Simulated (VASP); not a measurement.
# Si7Ge (P-42m) in VASP: notebook

Si7Ge is run at these levels: PBEsol; tasks: single point.

All numbers are computed with VASP 6.6.1; they aren't measurements. Logs are shortened: lines on timing, memory, paths and dates and some standing lists are left out, and cuts for length are marked.

## (1) The cell of the first run

The structure is tetragonal, space group P-42m (No. 111). Conventional cell: a = 5.732 Å, b = 5.732 Å, c = 5.459 Å, α = 90.00°, β = 90.00°, γ = 90.00°. Within 3.2 Å of Si (site symmetry m) lie 3 Si at 2.43 to 2.44 Å and 1 Ge at 2.47 Å. Si (site symmetry 222) has 4 Si at 2.44 Å within 3.2 Å. Si (site symmetry -42m) has 4 Si at 2.43 Å within 3.2 Å. Within 3.3 Å of Ge (site symmetry -42m) lie 4 Si at 2.47 Å.

## (2) Single point, PBEsol (strain +0.050 along x and y, +0.000 along z)

The input, INCAR:

```
ALGO = Normal
EDIFF = 1E-6
ENCUT = 520
GGA = PS
ISIF = 2
ISMEAR = 0
LASPH = T
LCHARG = F
LREAL = F
LWAVE = F
NBANDS = 31
NELM = 80
PREC = Accurate
SIGMA = 0.03
```

The input, KPOINTS:

```
k-points
0
Gamma
  6 6 6
```

The input, POSCAR:

```
Si7Ge
1.0
    5.7321356505      0.0000000000      0.0000000000
    0.0000000000      5.7321356505      0.0000000000
    0.0000000000      0.0000000000      5.4591768100
Si Ge
7 1
Direct
    0.2525976818      0.2525976818      0.2525976818
    0.0000000000      0.5000000000      0.5000000000
    0.5000000000      0.5000000000      0.0000000000
    0.5000000000      0.0000000000      0.5000000000
    0.7474023182      0.2525976818      0.7474023182
    0.7474023182      0.7474023182      0.2525976818
    0.2525976818      0.7474023182      0.7474023182
    0.0000000000      0.0000000000      0.0000000000
```

Potentials or basis: VASP PAW PBE potentials, release 64 (Si, Ge_d).

Started as:

```bash
$ cat potpaw_PBE.64/Si/POTCAR potpaw_PBE.64/Ge_d/POTCAR > POTCAR
$ mpirun -np 1 vasp_std > vasp.out
```

OUTCAR:

```text
EDIFF = 1E-6
   ENCUT = 520
   GGA = PS
   ISIF = 2
   ISMEAR = 0
   LASPH = T
   LREAL = F
   NELM = 80
   PREC = Accurate

 ion  position               nearest neighbor table
   1  0.253  0.253  0.253-   3 2.43   2 2.44   4 2.44   8 2.47
   2  0.000  0.500  0.500-   1 2.44   5 2.44   6 2.44   7 2.44
   3  0.500  0.500  0.000-   1 2.43   5 2.43   6 2.43   7 2.43
   4  0.500  0.000  0.500-   1 2.44   5 2.44   6 2.44   7 2.44
   5  0.747  0.253  0.747-   3 2.43   2 2.44   4 2.44   8 2.47
   6  0.747  0.747  0.253-   3 2.43   2 2.44   4 2.44   8 2.47
   7  0.253  0.747  0.747-   3 2.43   2 2.44   4 2.44   8 2.47
   8  0.000  0.000  0.000-   1 2.47   5 2.47   6 2.47   7 2.47

  LATTYP: Found a simple tetragonal cell.
 ALAT       =     5.7321356505
 C/A-ratio  =     0.9523809524

  Lattice vectors:

 A1 = (   5.7321356505,   0.0000000000,   0.0000000000)
 A2 = (   0.0000000000,   5.7321356505,   0.0000000000)
 A3 = (   0.0000000000,   0.0000000000,   5.4591768100)

Analysis of symmetry for initial positions (statically):
=====================================================================
 Subroutine PRICEL returns:
 Original cell was already a primitive cell.

 Routine SETGRP: Setting up the symmetry group for a
 simple tetragonal supercell.

 Subroutine GETGRP returns: Found  8 space group operations
 (whereof  8 operations were pure point group operations)
 out of a pool of 16 trial point group operations.

The static configuration has the point symmetry D_2d.

Analysis of symmetry for dynamics (positions and initial velocities):
=====================================================================
 Subroutine PRICEL returns:
 Original cell was already a primitive cell.

 Routine SETGRP: Setting up the symmetry group for a
 simple tetragonal supercell.

 Subroutine GETGRP returns: Found  8 space group operations
 (whereof  8 operations were pure point group operations)
 out of a pool of 16 trial point group operations.

The dynamic configuration has the point symmetry D_2d.

 Subroutine INISYM returns: Found  8 space group operations
 (whereof  8 operations are pure point group operations),
 and found     1 'primitive' translations

----------------------------------------------------------------------------------------

                                     Primitive cell

  volume of cell :     179.3742

  direct lattice vectors                    reciprocal lattice vectors
     5.732135651  0.000000000  0.000000000     0.174455048  0.000000000  0.000000000
     0.000000000  5.732135651  0.000000000     0.000000000  0.174455048  0.000000000
     0.000000000  0.000000000  5.459176810     0.000000000  0.000000000  0.183177800

  length of vectors
     5.732135651  5.732135651  5.459176810     0.174455048  0.174455048  0.183177800

  position of ions in fractional coordinates (direct lattice)
     0.252597682  0.252597682  0.252597682
     0.000000000  0.500000000  0.500000000
     0.500000000  0.500000000  0.000000000
     0.500000000  0.000000000  0.500000000
     0.747402318  0.252597682  0.747402318
     0.747402318  0.747402318  0.252597682
     0.252597682  0.747402318  0.747402318
     0.000000000  0.000000000  0.000000000

  ion indices of the primitive-cell ions
   primitive index   ion index
                 1           1
                 2           2
                 3           3
                 4           4
                 5           5
                 6           6
                 7           7
                 8           8

----------------------------------------------------------------------------------------

 KPOINTS: k-points

Automatic generation of k-mesh.
 Grid dimensions read from file:
 generate k-points for:    6    6    6

 Generating k-lattice:

  Cartesian coordinates                     Fractional coordinates (reciprocal lattice)
     0.029075841  0.000000000  0.000000000     0.166666667  0.000000000  0.000000000
     0.000000000  0.029075841  0.000000000     0.000000000  0.166666667  0.000000000
     0.000000000  0.000000000  0.030529633     0.000000000  0.000000000  0.166666667

  Length of vectors
     0.029075841  0.029075841  0.030529633

  Shift w.r.t. Gamma in fractional coordinates (k-lattice)
     0.000000000  0.000000000  0.000000000

 Subroutine IBZKPT returns following result:
 ===========================================

 Found     40 irreducible k-points:

 Following reciprocal coordinates:
            Coordinates               Weight
  0.000000  0.000000  0.000000      1.000000
  0.166667  0.000000  0.000000      4.000000
  0.333333  0.000000  0.000000      4.000000
  0.500000  0.000000  0.000000      2.000000
  0.166667  0.166667  0.000000      4.000000
  0.333333  0.166667  0.000000      8.000000
[... 16 lines left out ...]
  0.333333  0.000000  0.333333      8.000000
  0.500000  0.000000  0.333333      4.000000
 [... further k-points ...]
   k-points           NKPTS =     40   k-points in BZ     NKDIM =     40   number of bands    NBANDS=     31
   number of dos      NEDOS =    301   number of ions     NIONS =      8
   total plane-waves  NPLWV =  96768
   dimension x,y,z NGX =    48 NGY =   48 NGZ =   42
   dimension x,y,z NGXF=    96 NGYF=   96 NGZF=   84
   ions per type =               7   1
   NGX,Y,Z   is equivalent  to a cutoff of  13.92, 13.92, 12.79 a.u.
   NGXF,Y,Z  is equivalent  to a cutoff of  27.84, 27.84, 25.58 a.u.
 SYSTEM =  unknown system
   PREC   = accura    normal or accurate (medium, high low for compatibility)
   ISTART =      0    job   : 0-new  1-cont  2-samecut
   ICHARG =      2    charge: 1-file 2-atom 10-const
   ISPIN  =      1    spin polarized calculation?
   LNONCOLLINEAR =      F non collinear calculations
   LSORBIT =      F    spin-orbit coupling
   LASPH  =      T    aspherical Exc in radial PAW
   ENCUT  =  520.0 eV  38.22 Ry    6.18 a.u.  10.66 10.66 10.15*2*pi/ulx,y,z
   NELM   =     80;   NELMIN=  2; NELMDL= -5     # of ELM steps
   EDIFF  = 0.1E-05   stopping-criterion for ELM
   LREAL  =      F    real-space projection
   EDIFFG = 0.1E-04   stopping-criterion for IOM
   NSW    =      0    number of steps for IOM
   IBRION =     -1    ionic relax: 0-MD 1-quasi-New 2-CG
   NFREE  =      0    steps in history (QN), initial steepest desc. (CG)
   ISIF   =      2    stress and relaxation
   ISYM   =      2    0-nonsym 1-usesym 2-fastsym
   POTIM  = 0.5000    time-step for ionic-motion
   TEBEG  =    0.0;   TEEND  =   0.0 temperature during run
   PSTRESS=    0.0 pullay stress
   NELECT =      42.0000    total number of electrons
   NUPDOWN=      -1.0000    fix difference up-down
   EMIN   =  10.00;   EMAX   =-10.00  energy-range for DOS
   EFERMI =   0.00;   METHOD = LEGACY
   ISMEAR =     0;   SIGMA  =   0.03  broadening in eV -4-tet -1-fermi 0-gaus
   EFERMI_NEDOS =   21; number of points for ismear=-14 and -15
   IALGO  =     38    algorithm
   IMIX   =      4    mixing-type and parameters
     AMIX     =   0.40;   BMIX     =  1.00
     AMIX_MAG =   1.60;   BMIX_MAG =  1.00
  volume/ion in A,a.u.               =      22.42       151.31
  Fermi-wavevector in a.u.,A,eV,Ry     =   1.009031  1.906792 13.852688  1.018144
  Thomas-Fermi vector in A             =   2.141934
   LORBIT       =      0    0 simple, 1 ext, 2 COOP (PROOUT), +10 PAW based schemes
   GGA     = PS    functional components
   LHFCALC =     F    Hartree Fock is set to
   AEXX    =    0.0000 exact exchange contribution
   IVDW    =     0    specifies the selected vdW correction
   LEPSILON=     F    determine dielectric tensor
   LRPA    =     F    only Hartree local field effects (RPA)
 non-spin polarized calculation
 Gauss-broadening in eV      SIGMA  =   0.03
  energy-cutoff  :      520.00
  volume of cell :      179.37
 maximum number of plane-waves:      4852
 NGX is ok and might be reduce to    48
   NGX = 21   NGY = 21   NGZ = 21

 number of electron      42.0000001 magnetization

 Free energy of the ion-electron system (eV)
  ---------------------------------------------------
  ext. energy  EPLUGINS =         0.00000000
  ---------------------------------------------------
  free energy    TOTEN  =       -44.65408027 eV

  energy without entropy =      -44.65407761  energy(sigma->0) =      -44.65407894

 E-fermi :   4.9861     XC(G=0):  -9.2590

 val. band max:        4.9252799821   @ k =   0.0000   0.0000   0.0000
 cond. band min:       5.0513885899   @ k =   0.0000   0.0000   0.1667
 fundamental gap:      0.1261086078
 Fermi energy:         4.9860773609

 k-point     1 :       0.0000    0.0000    0.0000
  band No.  band energies     occupation
      1     -19.3567      2.00000
      2     -19.3567      2.00000
      3     -19.3544      2.00000
      4     -19.3399      2.00000
      5     -19.3341      2.00000
      6      -6.7288      2.00000
[... 23 lines left out ...]
     30       7.2818      0.00000
     31       7.2818      0.00000

 k-point     2 :       0.1667    0.0000    0.0000
  band No.  band energies     occupation
      1     -19.3568      2.00000
      2     -19.3567      2.00000
      3     -19.3544      2.00000
      4     -19.3399      2.00000
      5     -19.3341      2.00000
      6      -6.6217      2.00000
[... 23 lines left out ...]
     30       7.5682      0.00000
     31       7.8554      0.00000

 k-point     3 :       0.3333    0.0000    0.0000
  band No.  band energies     occupation
      1     -19.3568      2.00000
      2     -19.3567      2.00000
      3     -19.3544      2.00000
      4     -19.3399      2.00000
      5     -19.3341      2.00000
      6      -6.3033      2.00000
[... 23 lines left out ...]
     30       8.5908      0.00000
     31       9.0379      0.00000

 k-point     4 :       0.5000    0.0000    0.0000
  band No.  band energies     occupation
      1     -19.3568      2.00000
      2     -19.3568      2.00000
      3     -19.3544      2.00000
      4     -19.3399      2.00000
      5     -19.3341      2.00000
      6      -5.8606      2.00000
[... 635 lines left out ...]
     30       8.9953      0.00000
     31       9.3787      0.00000

 k-point    23 :       0.3333    0.0000    0.3333
  band No.  band energies     occupation
      1     -19.3568      2.00000
      2     -19.3568      2.00000
      3     -19.3544      2.00000
      4     -19.3398      2.00000
      5     -19.3341      2.00000
      6      -5.8653      2.00000
[... 23 lines left out ...]
     30       8.6360      0.00000
     31       9.0507      0.00000

 k-point    24 :       0.5000    0.0000    0.3333
  band No.  band energies     occupation
      1     -19.3568      2.00000
      2     -19.3568      2.00000
      3     -19.3544      2.00000
      4     -19.3398      2.00000
      5     -19.3341      2.00000
      6      -5.4664      2.00000
[... 23 lines left out ...]
     30       9.2335      0.00000
     31       9.3214      0.00000

 [... further k-points ...]
[... 5 lines left out ...]
  --------------------------------------------------------------------------------------
  -------------------------------------------------------------------------------------
  Total       -9.4776054     -9.4776054     -4.9780412      0.0000000     -0.0000000      0.0000000
  in kB      -84.6543203    -84.6543203    -44.4640475      0.0000000     -0.0000000      0.0000000
  external PRESSURE =     -71.2575627 kB  Pullay stress =       0.0000000 kB

 VOLUME and BASIS-vectors are now :
 -----------------------------------------------------------------------------
  energy-cutoff  :      520.00
  volume of cell :      179.37
      direct lattice vectors                 reciprocal lattice vectors
     5.732135651  0.000000000  0.000000000     0.174455048  0.000000000  0.000000000
     0.000000000  5.732135651  0.000000000     0.000000000  0.174455048  0.000000000
     0.000000000  0.000000000  5.459176810     0.000000000  0.000000000  0.183177800

 POSITION                                       TOTAL-FORCE (eV/Angst)
 -----------------------------------------------------------------------------------
      1.44792      1.44792      1.37898         0.000262      0.000262      0.010661
      0.00000      2.86607      2.72959        -0.000000      0.000000      0.000000
      2.86607      2.86607      0.00000         0.000000      0.000000      0.000000
      2.86607      0.00000      2.72959         0.000000      0.000000      0.000000
      4.28421      1.44792      4.08020        -0.000262      0.000262     -0.010661
      4.28421      4.28421      1.37898        -0.000262     -0.000262      0.010661
      1.44792      4.28421      4.08020         0.000262     -0.000262     -0.010661
      0.00000      0.00000      0.00000         0.000000      0.000000      0.000000
 -----------------------------------------------------------------------------------
    total drift:                               -0.000000     -0.000000     -0.000000

  FREE ENERGIE OF THE ION-ELECTRON SYSTEM (eV)
  ---------------------------------------------------
  free  energy   TOTEN  =       -44.6540802697 eV

  energy  without entropy=      -44.6540776099  energy(sigma->0) =      -44.65407894
```

Wall time 1.8 min (1 thread of Intel Xeon 6975P-C (Granite Rapids), shared host); peak memory 0.4 GiB.

Results:

```
Free energy            : -44.6541 eV
Pressure               : -7.1 GPa
Largest force          : 0.011 eV/Å
Band gap on the k mesh : 0.13 eV, indirect (least direct gap 0.18 eV)
```

Forces on the atoms (eV/Å):
```
Si   0.000  0.000  0.011
Si   0.000  0.000  0.000
Si   0.000  0.000  0.000
Si   0.000  0.000  0.000
Si   0.000  0.000 -0.011
Si   0.000  0.000  0.011
Si   0.000  0.000 -0.011
Ge   0.000  0.000  0.000
```

Stress tensor (GPa, compression positive):
```
-8.47  0.00  0.00
 0.00 -8.47  0.00
 0.00  0.00 -4.45
```

Levels at points of the mesh, in eV from the valence-band top:
```tsv
k point	band 18	band 19	band 20	band 21	band 22	band 23	band 24	band 25
(0.00, 0.00, 0.00)	-2.70	-0.30	-0.30	0.00	0.18	0.38	0.64	0.73
(0.50, 0.00, 0.00)	-1.95	-1.90	-1.79	-1.74	0.95	1.12	2.71	2.73
(0.50, 0.50, 0.00)	-1.79	-1.67	-1.61	-1.61	1.69	1.69	1.73	1.94
(0.00, 0.00, 0.50)	-2.17	-2.17	-2.05	-2.05	0.57	0.73	2.78	2.80
(0.50, 0.00, 0.50)	-1.46	-1.35	-1.27	-1.26	2.08	2.09	2.09	2.35
(0.50, 0.50, 0.50)	-1.24	-1.13	-1.13	-1.01	0.40	0.79	0.79	0.85
```

Caveat: the cell differs from its parent crystal (strain +0.050 along x and y, +0.000 along z); the PAW data sets were made with another functional, which shifts forces and pressure a little.

## (3) Single point, PBEsol (strain -0.025 along x and y, +0.050 along z)

The input, INCAR:

```
SYSTEM = Si7Ge
PREC = Accurate
ENCUT = 520
EDIFF = 1E-6
ISMEAR = 0
SIGMA = 0.03
LREAL = .False.
LASPH = .True.
NELM = 60
ALGO = Normal
ISIF = 2
LWAVE = .False.
LCHARG = .False.
GGA = PS
NBANDS = 31
```

The input, KPOINTS:

```
Automatic mesh
0
Gamma
  6 6 6
  0 0 0
```

Changes to POSCAR since step 2:

```diff
@@ -2,5 +2,5 @@
 1.0
-    5.7321356505      0.0000000000      0.0000000000
-    0.0000000000      5.7321356505      0.0000000000
-    0.0000000000      0.0000000000      5.4591768100
+    5.3226973898      0.0000000000      0.0000000000
+    0.0000000000      5.3226973898      0.0000000000
+    0.0000000000      0.0000000000      5.7321356505
 Si Ge
```

Potentials or basis: VASP PAW PBE potentials, release 64 (Si, Ge_d).

Started as:

```bash
$ cat potpaw_PBE.64/Si/POTCAR potpaw_PBE.64/Ge_d/POTCAR > POTCAR
$ mpirun -np 1 vasp_std > vasp.out
```

It took 89 s on 1 thread of Intel Xeon 6975P-C (Granite Rapids), shared host; peak memory 0.36 GiB.

The run converged. Its results:

* Free energy: -44.9430 eV
* Pressure: 0.1 GPa
* Largest force: 0.022 eV/Å
* Band gap on the k mesh: zero (filled and empty bands touch)

Forces on the atoms (eV/Å):
```
Si   0.012  0.012 -0.013
Si   0.000  0.000  0.000
Si   0.000  0.000  0.000
Si   0.000  0.000  0.000
Si  -0.012  0.012  0.013
Si  -0.012 -0.012 -0.013
Si   0.012 -0.012  0.013
Ge   0.000  0.000  0.000
```

Stress tensor (GPa, compression positive):
```
 2.62  0.00  0.00
 0.00  2.62  0.00
 0.00  0.00 -5.01
```

Levels at points of the mesh, in eV from the Fermi level:
| k point | band 17 | band 18 | band 19 | band 20 | band 21 | band 22 | band 23 | band 24 | band 25 | band 26 |
| --- | --- | --- | --- | --- | --- | --- | --- | --- | --- | --- |
| (0.00, 0.00, 0.00) | -2.70 | -2.70 | -0.56 | -0.01 | -0.01 | -0.01 | 0.30 | 0.30 | 0.36 | 0.84 |
| (0.50, 0.00, 0.00) | -3.52 | -2.37 | -2.30 | -2.17 | -2.10 | 0.57 | 0.74 | 2.83 | 2.87 | 4.12 |
| (0.50, 0.50, 0.00) | -4.24 | -1.26 | -1.15 | -1.06 | -1.06 | 2.53 | 2.53 | 2.62 | 2.82 | 4.23 |
| (0.00, 0.00, 0.50) | -4.01 | -1.86 | -1.86 | -1.73 | -1.73 | 1.15 | 1.33 | 2.79 | 2.84 | 3.40 |
| (0.50, 0.00, 0.50) | -3.83 | -1.87 | -1.75 | -1.71 | -1.68 | 1.84 | 1.85 | 1.90 | 2.09 | 4.13 |
| (0.50, 0.50, 0.50) | -1.67 | -1.14 | -1.10 | -0.94 | -0.94 | 0.63 | 0.95 | 1.08 | 1.08 | 2.94 |

Caveat: the cell differs from its parent crystal (strain -0.025 along x and y, +0.050 along z); the PAW data sets were made with another functional, which shifts forces and pressure a little.

[end of part 1 of 2]
